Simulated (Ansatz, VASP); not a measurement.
## BN: VASP beside Ansatz

INCAR

```
SYSTEM = BN
PREC = Accurate ; ENCUT = 600
EDIFF = 1E-6 ; ISMEAR = 0
SIGMA = 0.05 ; LREAL = .False.
LASPH = .True. ; NELM = 120
ALGO = Normal ; ISIF = 2
LWAVE = .False. ; LCHARG = .False.
GGA = PE ; NBANDS = 11
GGA_COMPAT = .False.
```

File KPOINTS:

```
Automatic mesh
0
Gamma
  12 12 12
  0 0 0
```

Contents of POSCAR:

```
BN
1.0
    0.0000000000      1.7398545729      1.8123485134
    1.7398545729      0.0000000000      1.8123485134
    1.7398545729      1.7398545729      0.0000000000
B N
1 1
Direct
    0.0000000000      0.0000000000      0.0000000000
    0.7500000000      0.7500000000      0.7500000000
```

Input for Ansatz:

```yaml
crystal:
  lattice:
    - [0.0, 1.7398545729, 1.8123485134]
    - [1.7398545729, 0.0, 1.8123485134]
    - [1.7398545729, 1.7398545729, 0.0]
  atoms:
    - { symbol: B, position: [0.0, 0.0, 0.0] }
    - { symbol: "N", position: [0.75, 0.75, 0.75] }
basis:
  ecutwfc: 420
kpoints:
  mp_grid: { grid: [12, 12, 12] }
hamiltonian:
  xc: pbe
scf:
  occupations: { method: gaussian, width: 0.05 }
output:
  forces: true
  stress: true
  eigenvalues: true
```

Change from the starting cell: strain -0.040 along x and y, +0.000 along z, atoms carried along.

Alike in both runs: task single point; functional PBE; k mesh 12 × 12 × 12; occupations gaussian, width 0.05 eV; no spin polarisation.

|  | VASP | Ansatz |
| --- | --- | --- |
| version | VASP 6.6.1 | Ansatz 0.2.0 |
| potentials or method | VASP PAW PBE potentials, release 64 (B, N), cutoff 600 eV | scalar-relativistic, plane waves, PAW |
| valence electrons in the cell | 8 | 8 |

|  | VASP | Ansatz | Ansatz less VASP |
| --- | --- | --- | --- |
| gap on the k mesh at the Fermi level (eV) | 4.14 | 4.15 | +0.012 |
| least direct gap on the mesh (eV) | 8.94 | 8.95 | +0.012 |
| pressure (GPa) | 35.4 | 35.2 | -0.22 |
| traceless stress, the component that is largest in VASP (GPa) | -18.99 | -18.98 | +0.009 |

Both programs put the cell under a high pressure, so it lies far from rest at this level. With one functional, cell and mesh, what is left measures potentials, basis and numerics.
